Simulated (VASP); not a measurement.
# Zr3TiN4 in VASP: a series of runs

The runs below take Zr3TiN4 through single point, with PBE.

Program: VASP 6.6.1. These are calculated values, not measurements. Logs are shortened: lines on timing, memory, paths and dates and some standing lists are left out, and cuts for length are marked.

## Step 1: The cell of the first run

Symmetry: Pm-3m, No. 221, cubic system. Conventional cell: a = 4.616 Å, b = 4.616 Å, c = 4.616 Å, α = 90.00°, β = 90.00°, γ = 90.00°. Within 3.1 Å of Zr (site symmetry 4/mmm) lie 6 N at 2.31 Å. Within 3.1 Å of Ti (site symmetry m-3m) lie 6 N at 2.31 Å. N (site symmetry 4/mmm) has 4 Zr at 2.31 Å and 2 Ti at 2.31 Å within 3.1 Å. N (site symmetry m-3m) has 6 Zr at 2.31 Å within 3.1 Å.

## Step 2: Single point, PBE (12.30 Å³/atom)

Contents of INCAR:

```
PREC = Accurate
ENCUT = 520
EDIFF = 1E-6
ISMEAR = 0
SIGMA = 0.1
LREAL = F
LASPH = T
NELM = 100
ALGO = Normal
ISIF = 2
LWAVE = F
LCHARG = T
GGA = PE
LELF = T
LVHAR = T
NBANDS = 44
```

Contents of KPOINTS:

```
regular mesh
0
Gamma
  8 8 8
```

Contents of POSCAR:

```
Zr3TiN4
1.0
    4.6160751858      0.0000000000      0.0000000000
    0.0000000000      4.6160751858      0.0000000000
    0.0000000000      0.0000000000      4.6160751858
Zr Ti N
3 1 4
Direct
    0.0000000000      0.0000000000      0.5000000000
    0.5000000000      0.0000000000      0.0000000000
    0.0000000000      0.5000000000      0.0000000000
    0.5000000000      0.5000000000      0.5000000000
    0.5000000000      0.5000000000      0.0000000000
    0.0000000000      0.5000000000      0.5000000000
    0.5000000000      0.0000000000      0.5000000000
    0.0000000000      0.0000000000      0.0000000000
```

Potentials or basis: VASP PAW PBE potentials, release 64 (Zr_sv, Ti_sv, N).

Run with:

```bash
$ cat potpaw_PBE.64/Zr_sv/POTCAR potpaw_PBE.64/Ti_sv/POTCAR potpaw_PBE.64/N/POTCAR > POTCAR
$ mpirun -np 1 vasp_std > vasp.out
```

OUTCAR:

```text
PREC = Accurate
   ENCUT = 520
   EDIFF = 1E-6
   ISMEAR = 0
   LREAL = F
   LASPH = T
   NELM = 100
   ISIF = 2
   GGA = PE

 ion  position               nearest neighbor table
   1  0.000  0.000  0.500-   6 2.31   7 2.31   8 2.31   8 2.31   6 2.31   7 2.31   2 3.26   3 3.26
                             2 3.26   3 3.26   4 3.26   3 3.26   3 3.26   2 3.26   4 3.26   4 3.26
   2  0.500  0.000  0.000-   5 2.31   7 2.31   8 2.31   7 2.31   5 2.31   8 2.31   1 3.26   4 3.26
                             1 3.26   3 3.26   4 3.26   3 3.26   4 3.26   1 3.26   3 3.26   4 3.26
   3  0.000  0.500  0.000-   5 2.31   6 2.31   8 2.31   6 2.31   8 2.31   5 2.31   1 3.26   4 3.26
                             1 3.26   1 3.26   2 3.26   2 3.26   1 3.26   2 3.26   4 3.26   4 3.26
   4  0.500  0.500  0.500-   5 2.31   6 2.31   7 2.31   5 2.31   7 2.31   6 2.31   2 3.26   3 3.26
                             1 3.26   1 3.26   2 3.26   2 3.26   2 3.26   1 3.26   3 3.26   3 3.26
   5  0.500  0.500  0.000-   2 2.31   3 2.31   4 2.31   4 2.31   2 2.31   3 2.31
   6  0.000  0.500  0.500-   1 2.31   3 2.31   4 2.31   3 2.31   1 2.31   4 2.31
   7  0.500  0.000  0.500-   1 2.31   2 2.31   4 2.31   2 2.31   4 2.31   1 2.31
   8  0.000  0.000  0.000-   1 2.31   2 2.31   3 2.31   1 2.31   3 2.31   2 2.31

  LATTYP: Found a simple cubic cell.
 ALAT       =     4.6160751858

  Lattice vectors:

 A1 = (   4.6160751858,   0.0000000000,   0.0000000000)
 A2 = (   0.0000000000,   4.6160751858,   0.0000000000)
 A3 = (   0.0000000000,   0.0000000000,   4.6160751858)

Analysis of symmetry for initial positions (statically):
=====================================================================
 Subroutine PRICEL returns:
 Original cell was already a primitive cell.

 Routine SETGRP: Setting up the symmetry group for a
 simple cubic supercell.

 Subroutine GETGRP returns: Found 48 space group operations
 (whereof 48 operations were pure point group operations)
 out of a pool of 48 trial point group operations.

The static configuration has the point symmetry O_h .

Analysis of symmetry for dynamics (positions and initial velocities):
=====================================================================
 Subroutine PRICEL returns:
 Original cell was already a primitive cell.

 Routine SETGRP: Setting up the symmetry group for a
 simple cubic supercell.

 Subroutine GETGRP returns: Found 48 space group operations
 (whereof 48 operations were pure point group operations)
 out of a pool of 48 trial point group operations.

The dynamic configuration has the point symmetry O_h .

 Subroutine INISYM returns: Found 48 space group operations
 (whereof 48 operations are pure point group operations),
 and found     1 'primitive' translations

----------------------------------------------------------------------------------------

                                     Primitive cell

  volume of cell :      98.3600

  direct lattice vectors                    reciprocal lattice vectors
     4.616075186  0.000000000  0.000000000     0.216634253  0.000000000  0.000000000
     0.000000000  4.616075186  0.000000000     0.000000000  0.216634253  0.000000000
     0.000000000  0.000000000  4.616075186     0.000000000  0.000000000  0.216634253

  length of vectors
     4.616075186  4.616075186  4.616075186     0.216634253  0.216634253  0.216634253

  position of ions in fractional coordinates (direct lattice)
     0.000000000  0.000000000  0.500000000
     0.500000000  0.000000000  0.000000000
     0.000000000  0.500000000  0.000000000
     0.500000000  0.500000000  0.500000000
     0.500000000  0.500000000  0.000000000
     0.000000000  0.500000000  0.500000000
     0.500000000  0.000000000  0.500000000
     0.000000000  0.000000000  0.000000000

  ion indices of the primitive-cell ions
   primitive index   ion index
                 1           1
                 2           2
                 3           3
                 4           4
                 5           5
                 6           6
                 7           7
                 8           8

----------------------------------------------------------------------------------------

 KPOINTS: regular mesh

Automatic generation of k-mesh.
 Grid dimensions read from file:
 generate k-points for:    8    8    8

 Generating k-lattice:

  Cartesian coordinates                     Fractional coordinates (reciprocal lattice)
     0.027079282  0.000000000  0.000000000     0.125000000  0.000000000  0.000000000
     0.000000000  0.027079282  0.000000000     0.000000000  0.125000000  0.000000000
     0.000000000  0.000000000  0.027079282     0.000000000  0.000000000  0.125000000

  Length of vectors
     0.027079282  0.027079282  0.027079282

  Shift w.r.t. Gamma in fractional coordinates (k-lattice)
     0.000000000  0.000000000  0.000000000

 Subroutine IBZKPT returns following result:
 ===========================================

 Found     35 irreducible k-points:

 Following reciprocal coordinates:
            Coordinates               Weight
  0.000000  0.000000  0.000000      1.000000
  0.125000  0.000000  0.000000      6.000000
  0.250000  0.000000  0.000000      6.000000
  0.375000  0.000000  0.000000      6.000000
  0.500000  0.000000  0.000000      3.000000
  0.125000  0.125000  0.000000     12.000000
[... 16 lines left out ...]
  0.375000  0.375000  0.125000     24.000000
  0.500000  0.375000  0.125000     24.000000
 [... further k-points ...]
   k-points           NKPTS =     35   k-points in BZ     NKDIM =     35   number of bands    NBANDS=     44
   number of dos      NEDOS =    301   number of ions     NIONS =      8
   total plane-waves  NPLWV =  46656
   dimension x,y,z NGX =    36 NGY =   36 NGZ =   36
   dimension x,y,z NGXF=    72 NGYF=   72 NGZF=   72
   ions per type =               3   1   4
   NGX,Y,Z   is equivalent  to a cutoff of  12.97, 12.97, 12.97 a.u.
   NGXF,Y,Z  is equivalent  to a cutoff of  25.93, 25.93, 25.93 a.u.
 SYSTEM =  unknown system
   PREC   = accura    normal or accurate (medium, high low for compatibility)
   ISTART =      0    job   : 0-new  1-cont  2-samecut
   ICHARG =      2    charge: 1-file 2-atom 10-const
   ISPIN  =      1    spin polarized calculation?
   LNONCOLLINEAR =      F non collinear calculations
   LSORBIT =      F    spin-orbit coupling
   LASPH  =      T    aspherical Exc in radial PAW
   ENCUT  =  520.0 eV  38.22 Ry    6.18 a.u.   8.58  8.58  8.58*2*pi/ulx,y,z
   NELM   =    100;   NELMIN=  2; NELMDL= -5     # of ELM steps
   EDIFF  = 0.1E-05   stopping-criterion for ELM
   LREAL  =      F    real-space projection
   EDIFFG = 0.1E-04   stopping-criterion for IOM
   NSW    =      0    number of steps for IOM
   IBRION =     -1    ionic relax: 0-MD 1-quasi-New 2-CG
   NFREE  =      0    steps in history (QN), initial steepest desc. (CG)
   ISIF   =      2    stress and relaxation
   ISYM   =      2    0-nonsym 1-usesym 2-fastsym
   POTIM  = 0.5000    time-step for ionic-motion
   TEBEG  =    0.0;   TEEND  =   0.0 temperature during run
   PSTRESS=    0.0 pullay stress
   NELECT =      68.0000    total number of electrons
   NUPDOWN=      -1.0000    fix difference up-down
   EMIN   =  10.00;   EMAX   =-10.00  energy-range for DOS
   EFERMI =   0.00;   METHOD = LEGACY
   ISMEAR =     0;   SIGMA  =   0.10  broadening in eV -4-tet -1-fermi 0-gaus
   EFERMI_NEDOS =   21; number of points for ismear=-14 and -15
   IALGO  =     38    algorithm
   IMIX   =      4    mixing-type and parameters
     AMIX     =   0.40;   BMIX     =  1.00
     AMIX_MAG =   1.60;   BMIX_MAG =  1.00
  volume/ion in A,a.u.               =      12.30        82.97
  Fermi-wavevector in a.u.,A,eV,Ry     =   1.447566  2.735502 28.510277  2.095446
  Thomas-Fermi vector in A             =   2.565506
   LORBIT       =      0    0 simple, 1 ext, 2 COOP (PROOUT), +10 PAW based schemes
   GGA     = PE    functional components
   LHFCALC =     F    Hartree Fock is set to
   AEXX    =    0.0000 exact exchange contribution
   IVDW    =     0    specifies the selected vdW correction
   LEPSILON=     F    determine dielectric tensor
   LRPA    =     F    only Hartree local field effects (RPA)
 non-spin polarized calculation
 Gauss-broadening in eV      SIGMA  =   0.10
  energy-cutoff  :      520.00
  volume of cell :       98.36
 maximum number of plane-waves:      2680
 NGX is ok and might be reduce to    36
   NGX = 17   NGY = 17   NGZ = 17

 number of electron      68.0000007 magnetization

 Free energy of the ion-electron system (eV)
  ---------------------------------------------------
  ext. energy  EPLUGINS =         0.00000000
  ---------------------------------------------------
  free energy    TOTEN  =       -80.13648022 eV

  energy without entropy =      -80.11417423  energy(sigma->0) =      -80.12532722

 E-fermi :  10.8512     XC(G=0): -12.2171

 val. band max:       10.8251413797   @ k =   0.3750   0.2500   0.0000
 cond. band min:      10.8854018055   @ k =   0.3750   0.2500   0.1250
 fundamental gap:      0.0602604257
 Fermi energy:        10.8512278595

 k-point     1 :       0.0000    0.0000    0.0000
  band No.  band energies     occupation
      1     -47.1562      2.00000
      2     -38.7526      2.00000
      3     -38.6265      2.00000
      4     -38.6265      2.00000
      5     -23.4125      2.00000
      6     -23.4125      2.00000
[... 36 lines left out ...]
     43      13.6596      0.00000
     44      13.6597      0.00000

 k-point     2 :       0.1250    0.0000    0.0000
  band No.  band energies     occupation
      1     -47.1562      2.00000
      2     -38.7484      2.00000
      3     -38.6308      2.00000
      4     -38.6264      2.00000
      5     -23.4131      2.00000
      6     -23.4123      2.00000
[... 36 lines left out ...]
     43      13.6281      0.00000
     44      13.6405      0.00000

 k-point     3 :       0.2500    0.0000    0.0000
  band No.  band energies     occupation
      1     -47.1561      2.00000
      2     -38.7366      2.00000
      3     -38.6425      2.00000
      4     -38.6263      2.00000
      5     -23.4144      2.00000
      6     -23.4119      2.00000
[... 36 lines left out ...]
     43      13.4746      0.00000
     44      13.6048      0.00000

 k-point     4 :       0.3750    0.0000    0.0000
  band No.  band energies     occupation
      1     -47.1561      2.00000
      2     -38.7206      2.00000
      3     -38.6585      2.00000
      4     -38.6260      2.00000
      5     -23.4157      2.00000
      6     -23.4115      2.00000
[... 882 lines left out ...]
     43      13.5510      0.00000
     44      13.8690      0.00000

 k-point    23 :       0.3750    0.3750    0.1250
  band No.  band energies     occupation
      1     -47.1559      2.00000
      2     -38.6923      2.00000
      3     -38.6617      2.00000
      4     -38.6496      2.00000
      5     -23.4177      2.00000
      6     -23.4170      2.00000
[... 36 lines left out ...]
     43      13.8687      0.00000
     44      13.9633      0.00000

 k-point    24 :       0.5000    0.3750    0.1250
  band No.  band energies     occupation
      1     -47.1559      2.00000
      2     -38.6828      2.00000
      3     -38.6678      2.00000
      4     -38.6528      2.00000
      5     -23.4183      2.00000
      6     -23.4175      2.00000
[... 36 lines left out ...]
     43      13.5523      0.00000
     44      13.8144      0.00000

 [... further k-points ...]

------------------------ aborting loop because EDIFF is reached ----------------------------------------

  FORCE on cell =-STRESS in cart. coord.  units (eV):
  Direction    XX          YY          ZZ          XY          YZ          ZX
  --------------------------------------------------------------------------------------
  -------------------------------------------------------------------------------------
  Total       -7.7785292     -7.7785292     -7.7785292     -0.0000000      0.0000000      0.0000000
  in kB     -126.7037443   -126.7037443   -126.7037443     -0.0000000      0.0000000      0.0000000
  external PRESSURE =    -126.7037443 kB  Pullay stress =       0.0000000 kB

 VOLUME and BASIS-vectors are now :
 -----------------------------------------------------------------------------
  energy-cutoff  :      520.00
  volume of cell :       98.36
      direct lattice vectors                 reciprocal lattice vectors
     4.616075186  0.000000000  0.000000000     0.216634253  0.000000000  0.000000000
     0.000000000  4.616075186  0.000000000     0.000000000  0.216634253  0.000000000
     0.000000000  0.000000000  4.616075186     0.000000000  0.000000000  0.216634253

 POSITION                                       TOTAL-FORCE (eV/Angst)
 -----------------------------------------------------------------------------------
      0.00000      0.00000      2.30804         0.000000      0.000000      0.000000
      2.30804      0.00000      0.00000         0.000000      0.000000      0.000000
      0.00000      2.30804      0.00000         0.000000      0.000000      0.000000
      2.30804      2.30804      2.30804         0.000000      0.000000      0.000000
      2.30804      2.30804      0.00000         0.000000      0.000000      0.000000
      0.00000      2.30804      2.30804         0.000000      0.000000      0.000000
      2.30804      0.00000      2.30804         0.000000      0.000000      0.000000
      0.00000      0.00000      0.00000         0.000000      0.000000      0.000000
 -----------------------------------------------------------------------------------
    total drift:                                0.000000      0.000000     -0.000000

  FREE ENERGIE OF THE ION-ELECTRON SYSTEM (eV)
  ---------------------------------------------------
  free  energy   TOTEN  =       -80.1364802219 eV

  energy  without entropy=      -80.1141742278  energy(sigma->0) =      -80.12532722
```

It took 1.7 min on 1 thread of Intel Xeon 6975P-C (Granite Rapids), shared host; peak memory 0.27 GiB.

What came out:

- Free energy: -80.1365 eV
- Pressure: -12.7 GPa
- Band gap on the k mesh: zero (bands 34 and 35 overlap by 3.58 eV)

Caveat: the cell stands under tension.

## Step 3: Single point, PBE (12.76 Å³/atom)

This run uses another cell than the first one, of 12.76 Å³/atom.

Contents of INCAR:

```
SYSTEM = Zr3TiN4
PREC = Accurate
ENCUT = 520
EDIFF = 1E-6
ISMEAR = 0
SIGMA = 0.1
LREAL = .FALSE.
LASPH = .TRUE.
NELM = 100
ALGO = Normal
ISIF = 2
LWAVE = .FALSE.
LCHARG = .FALSE.
GGA = PE
NBANDS = 44
```

Contents of KPOINTS:

```
regular mesh
0
G
  8 8 8
  0 0 0
```

POSCAR: that of step 2 with these lines changed.

```diff
@@ -2,5 +2,5 @@
 1.0
-    4.6160751858      0.0000000000      0.0000000000
-    0.0000000000      4.6160751858      0.0000000000
-    0.0000000000      0.0000000000      4.6160751858
+    4.6734235986      0.0000000000      0.0000000000
+    0.0000000000      4.6734235986      0.0000000000
+    0.0000000000      0.0000000000      4.6734235986
 Zr Ti N
```

Potentials or basis: VASP PAW PBE potentials, release 64 (Zr_sv, Ti_sv, N).

Run with:

```bash
$ cat potpaw_PBE.64/Zr_sv/POTCAR potpaw_PBE.64/Ti_sv/POTCAR potpaw_PBE.64/N/POTCAR > POTCAR
$ mpirun -np 1 vasp_std > vasp.out
```

Wall time 89 s (1 thread of Intel Xeon 6975P-C (Granite Rapids), shared host); peak memory 0.28 GiB.

It converged, with:

```
Free energy            : -79.7671 eV
Pressure               : -19.3 GPa
Band gap on the k mesh : zero (bands 34 and 35 overlap by 3.44 eV)
```

Levels at points of the mesh, in eV from the Fermi level:
```csv
k point,band 30,band 31,band 32,band 33,band 34,band 35,band 36,band 37,band 38,band 39
"(0.00, 0.00, 0.00)",-2.81,-2.81,-2.81,-2.30,-2.30,-2.30,-0.37,-0.37,-0.37,0.80
"(0.50, 0.00, 0.00)",-3.07,-3.06,-3.06,-1.94,-1.67,0.53,0.53,0.97,1.19,1.19
"(0.50, 0.50, 0.00)",-4.27,-4.14,-4.14,0.65,0.65,1.14,1.40,1.67,1.71,1.71
"(0.50, 0.50, 0.50)",-5.18,-4.55,-4.55,1.15,1.15,1.15,2.76,2.76,2.88,2.88
```

Caveat: the cell stands under tension.

(Part 1 of 2 ends here.)
